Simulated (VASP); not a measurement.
# Sb (P2_1/m) in VASP: notebook

The runs below take Sb through single point, with LDA.

Program: VASP 6.6.1. These are calculated values, not measurements. Logs are shortened: lines on timing, memory, paths and dates and some standing lists are left out, and cuts for length are marked.

**1. The cell of the first run**

The structure is monoclinic, space group P2_1/m (No. 11). The conventional cell has a = 4.528 Å, b = 4.421 Å, c = 6.500 Å, α = 90.00°, β = 101.72°, γ = 90.00°. Within 3.8 Å of Sb (site symmetry m) lie 7 Sb at 2.92 to 3.75 Å. Sb (site symmetry m) has 7 Sb at 2.92 to 3.74 Å within 3.8 Å.

**2. Single point, LDA**

Input file INCAR:

```
PREC     = Accurate       # precision mode
ENCUT    = 500            # plane-wave cutoff, eV
EDIFF    = 1E-6           # SCF threshold, eV
ISMEAR   = -1             # smearing method
SIGMA    = 0.05           # smearing width, eV
LREAL    = F              # projectors in reciprocal space
LASPH    = T              # aspherical terms in the spheres
NELM     = 120            # most SCF steps
ALGO     = Normal         # electronic algorithm
ISIF     = 2              # what is computed and relaxed
LWAVE    = F              # write WAVECAR
LCHARG   = F              # write CHGCAR
NBANDS   = 38             # bands
GGA_COMPAT= F
```

Input file KPOINTS:

```
regular mesh
0
Gamma
  6 6 4
```

Input file POSCAR:

```
Sb
1.0
    4.5277000000      0.0000000000      0.0000000000
    0.0000000000      4.4211000000      0.0000000000
   -1.3205190000      0.0000000000      6.3643480000
Sb
4
Direct
    0.3399300000      0.2500000000      0.6836700000
    0.9366380000      0.7500000000      0.7627580000
    0.0633620000      0.2500000000      0.2372420000
    0.6600700000      0.7500000000      0.3163300000
```

Potentials or basis: VASP PAW LDA potentials, release 64 (Sb_d_GW).

On the command line:

```
> cat potpaw_LDA.64/Sb_d_GW/POTCAR > POTCAR
> mpirun -np 1 vasp_std > vasp.out
```

OUTCAR:

```text
PREC = Accurate
   ENCUT = 500
   EDIFF = 1E-6
   ISMEAR = -1
   LREAL = F
   LASPH = T
   NELM = 120
   ISIF = 2

 ion  position               nearest neighbor table
   1  0.340  0.250  0.684-   3 2.92   2 2.98   2 2.98
   2  0.937  0.750  0.763-   4 2.92   1 2.98   1 2.98
   3  0.063  0.250  0.237-   1 2.92   4 2.98   4 2.98
   4  0.660  0.750  0.316-   2 2.92   3 2.98   3 2.98

  LATTYP: Found a simple monoclinic cell.
 ALAT       =     4.5277000000
 B/A-ratio  =     0.9764560373
 C/A-ratio  =     1.4355853266
 COS(beta)  =    -0.2031599047

  Lattice vectors:

 A1 = (   4.5277000000,   0.0000000000,   0.0000000000)
 A2 = (   0.0000000000,   4.4211000000,   0.0000000000)
 A3 = (  -1.3205190000,   0.0000000000,   6.3643480000)

Analysis of symmetry for initial positions (statically):
=====================================================================
 Subroutine PRICEL returns:
 Original cell was already a primitive cell.

 Routine SETGRP: Setting up the symmetry group for a
 simple monoclinic supercell.

 Subroutine GETGRP returns: Found  4 space group operations
 (whereof  2 operations were pure point group operations)
 out of a pool of  4 trial point group operations.

The static configuration has the point symmetry S_2 .
 The point group associated with its full space group is C_2h.

Analysis of symmetry for dynamics (positions and initial velocities):
=====================================================================
 Subroutine PRICEL returns:
 Original cell was already a primitive cell.

 Routine SETGRP: Setting up the symmetry group for a
 simple monoclinic supercell.

 Subroutine GETGRP returns: Found  4 space group operations
 (whereof  2 operations were pure point group operations)
 out of a pool of  4 trial point group operations.

The dynamic configuration has the point symmetry S_2 .
 The point group associated with its full space group is C_2h.

 Subroutine INISYM returns: Found  4 space group operations
 (whereof  2 operations are pure point group operations),
 and found     1 'primitive' translations

----------------------------------------------------------------------------------------

                                     Primitive cell

  volume of cell :     127.3978

  direct lattice vectors                    reciprocal lattice vectors
     4.527700000  0.000000000  0.000000000     0.220862690  0.000000000  0.045826120
     0.000000000  4.421100000  0.000000000     0.000000000  0.226188053  0.000000000
    -1.320519000  0.000000000  6.364348000     0.000000000  0.000000000  0.157125286

  length of vectors
     4.527700000  4.421100000  6.499899683     0.225566755  0.226188053  0.157125286

  position of ions in fractional coordinates (direct lattice)
     0.339930000  0.250000000  0.683670000
     0.936638000  0.750000000  0.762758000
     0.063362000  0.250000000  0.237242000
     0.660070000  0.750000000  0.316330000

  ion indices of the primitive-cell ions
   primitive index   ion index
                 1           1
                 2           2
                 3           3
                 4           4

----------------------------------------------------------------------------------------

 KPOINTS: regular mesh

Automatic generation of k-mesh.
 Grid dimensions read from file:
 generate k-points for:    6    6    4

 Generating k-lattice:

  Cartesian coordinates                     Fractional coordinates (reciprocal lattice)
     0.036810448  0.000000000  0.007637687     0.166666667  0.000000000  0.000000000
     0.000000000  0.037698009  0.000000000     0.000000000  0.166666667  0.000000000
     0.000000000  0.000000000  0.039281322     0.000000000  0.000000000  0.250000000

  Length of vectors
     0.037594459  0.037698009  0.039281322

  Shift w.r.t. Gamma in fractional coordinates (k-lattice)
     0.000000000  0.000000000  0.000000000

 Subroutine IBZKPT returns following result:
 ===========================================

 Found     56 irreducible k-points:

 Following reciprocal coordinates:
            Coordinates               Weight
  0.000000  0.000000  0.000000      1.000000
  0.166667  0.000000  0.000000      2.000000
  0.333333  0.000000 -0.000000      2.000000
  0.500000  0.000000 -0.000000      1.000000
  0.000000  0.166667  0.000000      2.000000
  0.166667  0.166667  0.000000      4.000000
[... 16 lines left out ...]
  0.000000  0.166667  0.250000      4.000000
  0.166667  0.166667  0.250000      4.000000
 [... further k-points ...]
   k-points           NKPTS =     56   k-points in BZ     NKDIM =     56   number of bands    NBANDS=     38
   number of dos      NEDOS =    301   number of ions     NIONS =      4
   total plane-waves  NPLWV =  55296
   dimension x,y,z NGX =    36 NGY =   32 NGZ =   48
   dimension x,y,z NGXF=    72 NGYF=   64 NGZF=   96
   ions per type =               4
   NGX,Y,Z   is equivalent  to a cutoff of  13.22, 12.03, 12.28 a.u.
   NGXF,Y,Z  is equivalent  to a cutoff of  26.44, 24.07, 24.55 a.u.
 SYSTEM =  unknown system
   PREC   = accura    normal or accurate (medium, high low for compatibility)
   ISTART =      0    job   : 0-new  1-cont  2-samecut
   ICHARG =      2    charge: 1-file 2-atom 10-const
   ISPIN  =      1    spin polarized calculation?
   LNONCOLLINEAR =      F non collinear calculations
   LSORBIT =      F    spin-orbit coupling
   LASPH  =      T    aspherical Exc in radial PAW
   ENCUT  =  500.0 eV  36.75 Ry    6.06 a.u.   8.26  8.06 11.85*2*pi/ulx,y,z
   NELM   =    120;   NELMIN=  2; NELMDL= -5     # of ELM steps
   EDIFF  = 0.1E-05   stopping-criterion for ELM
   LREAL  =      F    real-space projection
   EDIFFG = 0.1E-04   stopping-criterion for IOM
   NSW    =      0    number of steps for IOM
   IBRION =     -1    ionic relax: 0-MD 1-quasi-New 2-CG
   NFREE  =      0    steps in history (QN), initial steepest desc. (CG)
   ISIF   =      2    stress and relaxation
   ISYM   =      2    0-nonsym 1-usesym 2-fastsym
   POTIM  = 0.5000    time-step for ionic-motion
   TEBEG  =    0.0;   TEEND  =   0.0 temperature during run
   PSTRESS=    0.0 pullay stress
   NELECT =      60.0000    total number of electrons
   NUPDOWN=      -1.0000    fix difference up-down
   EMIN   =  10.00;   EMAX   =-10.00  energy-range for DOS
   EFERMI =   0.00;   METHOD = LEGACY
   ISMEAR =    -1;   SIGMA  =   0.05  broadening in eV -4-tet -1-fermi 0-gaus
   EFERMI_NEDOS =   21; number of points for ismear=-14 and -15
   IALGO  =     38    algorithm
   IMIX   =      4    mixing-type and parameters
     AMIX     =   0.40;   BMIX     =  1.00
     AMIX_MAG =   1.60;   BMIX_MAG =  1.00
  volume/ion in A,a.u.               =      31.85       214.93
  Fermi-wavevector in a.u.,A,eV,Ry     =   1.273712  2.406967 22.073311  1.622343
  Thomas-Fermi vector in A             =   2.406520
   LORBIT       =      0    0 simple, 1 ext, 2 COOP (PROOUT), +10 PAW based schemes
   GGA     = CA    functional components
   LHFCALC =     F    Hartree Fock is set to
   AEXX    =    0.0000 exact exchange contribution
   IVDW    =     0    specifies the selected vdW correction
   LEPSILON=     F    determine dielectric tensor
   LRPA    =     F    only Hartree local field effects (RPA)
 non-spin polarized calculation
  energy-cutoff  :      500.00
  volume of cell :      127.40
 maximum number of plane-waves:      3256
 NGX is ok and might be reduce to    36
   NGX = 17   NGY = 17   NGZ = 23

 number of electron      60.0000003 magnetization

 Free energy of the ion-electron system (eV)
  ---------------------------------------------------
  ext. energy  EPLUGINS =         0.00000000
  ---------------------------------------------------
  free energy    TOTEN  =       -18.69723670 eV

  energy without entropy =      -18.68770782  energy(sigma->0) =      -18.69247226

 E-fermi :   4.3881     XC(G=0):  -9.9162

 val. band max:        4.3745450487   @ k =   0.3333   0.0000  -0.0000
 cond. band min:       4.3948660088   @ k =  -0.1667   0.0000   0.2500
 fundamental gap:      0.0203209601
 Fermi energy:         4.3880943645

 k-point     1 :       0.0000    0.0000    0.0000
  band No.  band energies     occupation
      1     -24.6673      2.00000
      2     -24.6629      2.00000
      3     -24.6613      2.00000
      4     -24.6227      2.00000
      5     -24.6153      2.00000
      6     -24.6043      2.00000
[... 30 lines left out ...]
     37       8.3518      0.00000
     38      10.0626      0.00000

 k-point     2 :       0.1667    0.0000    0.0000
  band No.  band energies     occupation
      1     -24.6625      2.00000
      2     -24.6616      2.00000
      3     -24.6561      2.00000
      4     -24.6215      2.00000
      5     -24.6136      2.00000
      6     -24.6038      2.00000
[... 30 lines left out ...]
     37       8.4189      0.00000
     38      10.0020      0.00000

 k-point     3 :       0.3333    0.0000   -0.0000
  band No.  band energies     occupation
      1     -24.6617      2.00000
      2     -24.6488      2.00000
      3     -24.6441      2.00000
      4     -24.6195      2.00000
      5     -24.6102      2.00000
      6     -24.6039      2.00000
[... 30 lines left out ...]
     37       9.8826      0.00000
     38      10.4131      0.00000

 k-point     4 :       0.5000    0.0000   -0.0000
  band No.  band energies     occupation
      1     -24.6612      2.00000
      2     -24.6407      2.00000
      3     -24.6375      2.00000
      4     -24.6186      2.00000
      5     -24.6083      2.00000
      6     -24.6051      2.00000
[... 30 lines left out ...]
     37      11.0403      0.00000
     38      11.2425      0.00000
[... 703 lines left out ...]
      4     -24.6198      2.00000
      5     -24.6127      2.00000
      6     -24.6014      2.00000
[... 30 lines left out ...]
     37       8.9476      0.00000
     38      10.1263      0.00000

 k-point    23 :       0.0000    0.1667    0.2500
  band No.  band energies     occupation
      1     -24.6637      2.00000
      2     -24.6614      2.00000
      3     -24.6532      2.00000
      4     -24.6192      2.00000
      5     -24.6109      2.00000
      6     -24.6032      2.00000
[... 30 lines left out ...]
     37       8.5564      0.00000
     38       9.7194      0.00000

 k-point    24 :       0.1667    0.1667    0.2500
  band No.  band energies     occupation
      1     -24.6640      2.00000
      2     -24.6566      2.00000
      3     -24.6490      2.00000
      4     -24.6186      2.00000
      5     -24.6097      2.00000
      6     -24.6024      2.00000
[... 30 lines left out ...]
     37       9.0234      0.00000
     38       9.9374      0.00000

 [... further k-points ...]
[... 5 lines left out ...]
  --------------------------------------------------------------------------------------
  -------------------------------------------------------------------------------------
  Total       -2.8000462     -3.2704718     -2.3957848      0.0000000      0.0000000      0.2826532
  in kB      -35.2138802    -41.1300365    -30.1298165      0.0000000      0.0000000      3.5546970
  external PRESSURE =     -35.4912444 kB  Pullay stress =       0.0000000 kB

 VOLUME and BASIS-vectors are now :
 -----------------------------------------------------------------------------
  energy-cutoff  :      500.00
  volume of cell :      127.40
      direct lattice vectors                 reciprocal lattice vectors
     4.527700000  0.000000000  0.000000000     0.220862690  0.000000000  0.045826120
     0.000000000  4.421100000  0.000000000     0.000000000  0.226188053  0.000000000
    -1.320519000  0.000000000  6.364348000     0.000000000  0.000000000  0.157125286

 POSITION                                       TOTAL-FORCE (eV/Angst)
 -----------------------------------------------------------------------------------
      0.63630      1.10528      4.35111        -0.174957      0.000000      0.019793
      3.23358      3.31583      4.85446         0.169555      0.000000     -0.153379
     -0.02640      1.10528      1.50989        -0.169555      0.000000      0.153379
      2.57088      3.31583      2.01323         0.174957      0.000000     -0.019793
 -----------------------------------------------------------------------------------
    total drift:                                0.000000     -0.000000     -0.000000

  FREE ENERGIE OF THE ION-ELECTRON SYSTEM (eV)
  ---------------------------------------------------
  free  energy   TOTEN  =       -18.6972366954 eV

  energy  without entropy=      -18.6877078220  energy(sigma->0) =      -18.69247226
```

Run time: 83 s. Hardware: 1 thread of Intel Xeon 6975P-C (Granite Rapids), shared host; peak memory 0.33 GiB.

What came out:

```
Free energy            : -18.6972 eV
Pressure               : -3.5 GPa
Largest force          : 0.229 eV/Å
Band gap on the k mesh : zero (band 30 reaches 4.57 eV, above the bottom of band 31 at 4.07 eV)
```

Forces on the atoms (eV/Å):
```
Sb  -0.175  0.000  0.020
Sb   0.170  0.000 -0.153
Sb  -0.170  0.000  0.153
Sb   0.175  0.000 -0.020
```

Levels at points of the mesh, in eV from the Fermi level:
```csv
k point,band 28,band 29,band 30,band 31,band 32,band 33
"(0.00, 0.00, 0.00)",-2.11,-1.35,-0.13,2.07,2.72,2.92
"(0.50, 0.00, 0.00)",-1.07,-0.87,-0.68,0.29,1.09,1.26
"(0.00, 0.50, 0.00)",-1.38,-1.07,-1.07,0.41,0.41,1.31
"(0.50, 0.50, 0.00)",-3.47,-2.26,-2.26,0.84,0.84,4.94
"(0.00, 0.00, 0.50)",-2.09,-1.71,-1.55,0.65,1.88,2.21
"(0.50, 0.00, 0.50)",-1.00,-0.85,-0.70,-0.32,0.76,1.05
"(0.00, 0.50, 0.50)",-1.61,-0.82,-0.82,0.11,0.11,0.96
"(0.50, 0.50, 0.50)",-3.80,-1.25,-1.25,1.94,1.94,3.58
```

Caveat: spin-orbit coupling is left out, which moves the levels of the heavy elements.

(Part 1 of 3 ends here.)
